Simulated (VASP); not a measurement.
# SiO2 (Seifertite) (Pbcn) in VASP: a series of runs, part 2 of 2

VASP 6.6.1. Earlier steps stand in the parts before.

### Step 3. Electric field gradients, r2SCAN

POSCAR

```
SiO2
1.0
    4.0970000000      0.0000000000      0.0000000000
    0.0000000000      5.0462000000      0.0000000000
    0.0000000000      0.0000000000      4.4946000000
Si O
4 8
Direct
    0.0000000000      0.1524074473      0.2500000000
    0.5000000000      0.3475925527      0.7500000000
    0.0000000000      0.8475925527      0.7500000000
    0.5000000000      0.6524074473      0.2500000000
    0.7315820019      0.6172122037      0.9199684278
    0.7684179981      0.8827877963      0.4199684278
    0.2315820019      0.8827877963      0.0800315722
    0.2684179981      0.6172122037      0.5800315722
    0.2684179981      0.3827877963      0.0800315722
    0.2315820019      0.1172122037      0.5800315722
    0.7684179981      0.1172122037      0.9199684278
    0.7315820019      0.3827877963      0.4199684278
```

INCAR.step1

```
SYSTEM = SiO2
PREC = Accurate
ENCUT = 520
ISMEAR = -1
SIGMA = 0.02
LREAL = .False.
LASPH = .True.
NELM = 60
NBANDS = 44
GGA = PE
ALGO = Normal
EDIFF = 1E-4
LWAVE = .True.
LCHARG = .False.
```

INCAR.step2

```
SYSTEM = SiO2
PREC = Accurate
ENCUT = 520
EDIFF = 1E-8
ISMEAR = -1
SIGMA = 0.02
LREAL = .False.
LASPH = .True.
NELM = 60
ALGO = Normal
ISIF = 2
LWAVE = .False.
LCHARG = .False.
METAGGA = R2SCAN
LMIXTAU = .True.
LEFG = .True.
NBANDS = 44
ISTART = 1
```

KPOINTS

```
regular mesh
0
Gamma
  5 4 5
  0 0 0
```

Potentials or basis: VASP PAW PBE potentials, release 64 (Si, O).

On the command line:

```console
$ cat potpaw_PBE.64/Si/POTCAR potpaw_PBE.64/O/POTCAR > POTCAR
$ cp INCAR.step1 INCAR
$ mpirun -np 1 vasp_std > vasp.out
$ cp INCAR.step2 INCAR
$ mpirun -np 1 vasp_std > vasp.out
```

OUTCAR:

```text
SYSTEM = SiO2
   PREC = Accurate
   ENCUT = 520
   EDIFF = 1E-8
   ISMEAR = -1
   LREAL = .False.
   LASPH = .True.
   NELM = 60
   ISIF = 2
   METAGGA = R2SCAN
   ISTART = 1

 ion  position               nearest neighbor table
   1  0.000  0.152  0.250-  10 1.77  11 1.77   9 1.77  12 1.77   6 1.83   7 1.83   3 2.72   3 2.72

   2  0.500  0.348  0.750-   9 1.77  12 1.77  11 1.77  10 1.77   5 1.83   8 1.83   4 2.72   4 2.72

   3  0.000  0.848  0.750-   6 1.77   7 1.77   5 1.77   8 1.77  10 1.83  11 1.83   1 2.72   1 2.72

   4  0.500  0.652  0.250-   5 1.77   8 1.77   7 1.77   6 1.77   9 1.83  12 1.83   2 2.72   2 2.72

   5  0.732  0.617  0.920-   4 1.77   3 1.77   2 1.83
   6  0.768  0.883  0.420-   3 1.77   4 1.77   1 1.83
   7  0.232  0.883  0.080-   3 1.77   4 1.77   1 1.83
   8  0.268  0.617  0.580-   4 1.77   3 1.77   2 1.83
   9  0.268  0.383  0.080-   2 1.77   1 1.77   4 1.83
  10  0.232  0.117  0.580-   1 1.77   2 1.77   3 1.83
  11  0.768  0.117  0.920-   1 1.77   2 1.77   3 1.83
  12  0.732  0.383  0.420-   2 1.77   1 1.77   4 1.83

  LATTYP: Found a simple orthorhombic cell.
 ALAT       =     4.0970000000
 B/A-ratio  =     1.0970466195
 C/A-ratio  =     1.2316817183

  Lattice vectors:

 A1 = (  -4.0970000000,   0.0000000000,   0.0000000000)
 A2 = (   0.0000000000,   0.0000000000,   4.4946000000)
 A3 = (   0.0000000000,   5.0462000000,   0.0000000000)

Analysis of symmetry for initial positions (statically):
=====================================================================
 Subroutine PRICEL returns:
 Original cell was already a primitive cell.

 Routine SETGRP: Setting up the symmetry group for a
 simple orthorhombic supercell.

 Subroutine GETGRP returns: Found  8 space group operations
 (whereof  2 operations were pure point group operations)
[... 1347 lines left out ...]
      2.99729      3.11458      4.13489        -0.090374      0.056610     -0.013882
      3.14821      4.45472      1.88759         0.090374     -0.056610     -0.013882
      0.94879      4.45472      0.35971        -0.090374     -0.056610      0.013882
      1.09971      3.11458      2.60701         0.090374      0.056610      0.013882
      1.09971      1.93162      0.35971         0.090374     -0.056610      0.013882
      0.94879      0.59148      2.60701        -0.090374      0.056610      0.013882
      3.14821      0.59148      4.13489         0.090374      0.056610     -0.013882
      2.99729      1.93162      1.88759        -0.090374     -0.056610     -0.013882
 -----------------------------------------------------------------------------------
    total drift:                               -0.000000      0.000000     -0.000000

  FREE ENERGIE OF THE ION-ELECTRON SYSTEM (eV)
  ---------------------------------------------------
  free  energy   TOTEN  =      -116.8670637070 eV

  energy  without entropy=     -116.8670637070  energy(sigma->0) =     -116.86706371

 Electric field gradients (V/A^2)
---------------------------------------------------------------------
 ion       V_xx      V_yy      V_zz      V_xy      V_xz      V_yz
---------------------------------------------------------------------
   1       0.005     8.969    -8.974    -0.000    -5.583     0.000
   2       0.005     8.969    -8.974     0.000     5.583     0.000
   3       0.005     8.969    -8.974    -0.000    -5.583    -0.000
   4       0.005     8.969    -8.974    -0.000     5.583    -0.000
   5     -20.315    -1.030    21.345    74.630   -62.926    23.802
   6     -20.315    -1.030    21.345    74.630    62.926   -23.802
   7     -20.315    -1.030    21.345   -74.630    62.926    23.802
   8     -20.315    -1.030    21.345   -74.630   -62.926   -23.802
   9     -20.315    -1.030    21.345    74.630   -62.926    23.802
  10     -20.315    -1.030    21.345    74.630    62.926   -23.802
  11     -20.315    -1.030    21.345   -74.630    62.926    23.802
  12     -20.315    -1.030    21.345   -74.630   -62.926   -23.802
---------------------------------------------------------------------

 Electric field gradients after diagonalization (V/A^2)
 (convention: |V_zz| > |V_xx| > |V_yy|)
----------------------------------------------------------------------
 ion       V_xx      V_yy      V_zz     asymmetry (V_yy - V_xx)/ V_zz
----------------------------------------------------------------------
   1       8.969     2.680   -11.648       0.540
   2       8.969     2.680   -11.648       0.540
   3       8.969     2.680   -11.648       0.540
   4       8.969     2.680   -11.648       0.540
   5      80.460    35.104  -115.564       0.392
   6      80.460    35.104  -115.564       0.392
   7      80.460    35.104  -115.564       0.392
   8      80.460    35.104  -115.564       0.392
   9      80.460    35.104  -115.564       0.392
  10      80.460    35.104  -115.564       0.392
  11      80.460    35.104  -115.564       0.392
  12      80.460    35.104  -115.564       0.392
----------------------------------------------------------------------

           NMR quadrupolar parameters

 Cq : quadrupolar parameter    Cq=e*Q*V_zz/h
 eta: asymmetry parameters     (V_yy - V_xx)/ V_zz
 Q  : nuclear electric quadrupole moment in mb (millibarn)
----------------------------------------------------------------------
 ion       Cq(MHz)       eta       Q (mb)
----------------------------------------------------------------------
   1      -0.028       0.540       1.000
   2      -0.028       0.540       1.000
   3      -0.028       0.540       1.000
   4      -0.028       0.540       1.000
   5      -0.279       0.392       1.000
   6      -0.279       0.392       1.000
   7      -0.279       0.392       1.000
   8      -0.279       0.392       1.000
   9      -0.279       0.392       1.000
  10      -0.279       0.392       1.000
  11      -0.279       0.392       1.000
  12      -0.279       0.392       1.000
----------------------------------------------------------------------
```

OUTCAR.step1:

```text
SYSTEM = SiO2
   PREC = Accurate
   ENCUT = 520
   ISMEAR = -1
   LREAL = .False.
   LASPH = .True.
   NELM = 60
[... 1394 lines left out ...]
      0.94879      0.59148      2.60701         0.003222      0.005158      0.008859
      3.14821      0.59148      4.13489        -0.003222      0.005158     -0.008859
      2.99729      1.93162      1.88759         0.003222     -0.005158     -0.008859
 -----------------------------------------------------------------------------------
    total drift:                               -0.000000      0.000000     -0.000000

  FREE ENERGIE OF THE ION-ELECTRON SYSTEM (eV)
  ---------------------------------------------------
  free  energy   TOTEN  =       -91.9014580402 eV

  energy  without entropy=      -91.9014580402  energy(sigma->0) =      -91.90145804
```

Wall time 4.9 min (1 thread of Intel Xeon Platinum 8488C (Sapphire Rapids), shared host); peak memory 0.24 GiB.

Results:

- Free energy: -116.8671 eV
- Pressure: -3.7 GPa
- Largest force: 0.108 eV/Å
- Band gap on the k mesh: 6.54 eV, direct

Forces in eV/Å, atoms in the order of the input:
```
Si   0.000  0.020  0.000
Si   0.000 -0.020  0.000
Si   0.000 -0.020  0.000
Si   0.000  0.020  0.000
O   -0.090  0.057 -0.014
O    0.090 -0.057 -0.014
O   -0.090 -0.057  0.014
O    0.090  0.057  0.014
O    0.090 -0.057  0.014
O   -0.090  0.057  0.014
O    0.090  0.057 -0.014
O   -0.090 -0.057 -0.014
```

Levels at points of the mesh, in eV from the valence-band top:
```tsv
k point	band 29	band 30	band 31	band 32	band 33	band 34	band 35	band 36
(0.00, 0.00, 0.00)	-0.77	-0.38	-0.33	0.00	6.54	8.67	9.84	9.91
(0.00, 0.50, 0.00)	-1.72	-1.72	-0.23	-0.23	8.47	8.47	10.85	10.85
```

Electric field gradients, principal values (V/Å²):
```csv
atom,least,middle,greatest (by size)
1 Si,2.680,8.969,-11.648
2 Si,2.680,8.969,-11.648
3 Si,2.680,8.969,-11.648
4 Si,2.680,8.969,-11.648
5 O,35.104,80.460,-115.564
6 O,35.104,80.460,-115.564
7 O,35.104,80.460,-115.564
8 O,35.104,80.460,-115.564
9 O,35.104,80.460,-115.564
10 O,35.104,80.460,-115.564
11 O,35.104,80.460,-115.564
12 O,35.104,80.460,-115.564
```

Caveat: without QUAD_EFG the Cq values of the log hold for a quadrupole moment of 1 mb, not for the nuclei; the PAW data sets were made with another functional, which shifts forces and pressure a little. r2SCAN opens gaps a little over a GGA but as a rule still falls short of measured ones.
